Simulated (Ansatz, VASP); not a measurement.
One calculation of BAs, two programs

```
As B
1.0
     0.00000    2.33974    2.33974
     2.33974    0.00000    2.33974
     2.33974    2.33974    0.00000
As B
1 1
Direct
  0.75000 0.75000 0.75000
  0.00000 0.00000 0.00000
```

Alike in both runs: task single point; functional LDA; k mesh 10 × 10 × 10; occupations fermi-dirac, width 0.05 eV; no spin polarisation.

|  | VASP | Ansatz |
| --- | --- | --- |
| version | VASP 6.6.1 | Ansatz 0.2.0 |
| potentials or method | VASP PAW LDA potentials, release 64 (As, B) | Ansatz PAW |
| plane-wave cutoff (eV) | 520 | 420 |
| valence electrons in the cell | 8 | 18 |

VASP gave:

```
gap on the k mesh at the Fermi level (eV) : 1.07
least direct gap on the mesh (eV)         : 3.33
pressure (GPa)                            : 6.4
```

Question: Which values does Ansatz return?

Answer: gap on the k mesh at the Fermi level (eV): 1.07; least direct gap on the mesh (eV): 3.33; pressure (GPa): 5.3.

LDA's correlation is that of Perdew and Zunger in VASP and of Perdew and Wang (1992) in Ansatz. VASP's potentials hold 8 valence electrons a cell and Ansatz's 18, so a difference there can come from the potentials and not from the codes.
